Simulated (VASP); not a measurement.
# Bi: single point with PBEsol+D3(BJ)

Bi:

```
CELL_PARAMETERS angstrom
-1.56795 2.14511 2.05854
1.56795 -2.14511 2.05854
1.56795 2.14511 -2.05854
ATOMIC_POSITIONS crystal
Bi 0.00000 0.00000 0.00000
```

This cell differs from its parent crystal: strain +e along x and -e along y -0.1500, strain +e along z and -e/2 along x and y +0.0700.

```
Program             : VASP 6.6.1
Task                : single point
Functional          : PBEsol
Dispersion          : D3(BJ)
Potentials or basis : VASP PAW PBE potentials, release 64 (Bi_d)
Cutoff              : 520 eV
k mesh              : 16 × 16 × 16
Occupations         : gaussian, width 0.15 eV
Spin                : no spin polarisation
```

* Pressure: 5.0 GPa
* Band gap on the k mesh: zero (an odd number of electrons rules out a gap without spin polarisation)
* Dispersion energy per atom: -0.592 eV

Stress tensor (GPa, compression positive):
```
10.94  0.00  0.00
 0.00  2.11  0.00
 0.00  0.00  1.95
```

Levels at points of the mesh, in eV from the Fermi level:
```
           k point  band 4  band 5  band 6  band 7  band 8  band 9  band 10  band 11
(0.00, 0.00, 0.00)  -23.02  -22.91  -14.60    3.96    4.10    8.24     8.33     8.91
(0.50, 0.00, 0.00)  -22.98  -22.86  -11.86   -6.26    5.22    6.04     9.58    10.27
(0.00, 0.50, 0.00)  -22.86  -22.82   -9.82   -5.62    1.01    1.85     5.24     6.44
(0.50, 0.50, 0.00)  -22.87  -22.82   -9.93   -5.73    1.37    2.33     5.69     6.94
(0.50, 0.50, 0.50)  -22.87  -22.83   -9.28   -3.94   -3.37    2.21     2.42     6.91
```

Run time: 4.5 min on 1 thread of Intel Xeon 8259CL (shared host), peak memory 0.34 GiB.

Caveat: the cell differs from its parent crystal (strain +e along x and -e along y -0.1500, strain +e along z and -e/2 along x and y +0.0700); the stress differs along the axes, from 2 to 11 GPa; the PAW data sets were made with another functional, which shifts forces and pressure a little; spin-orbit coupling is left out, which moves the levels of the heavy elements.
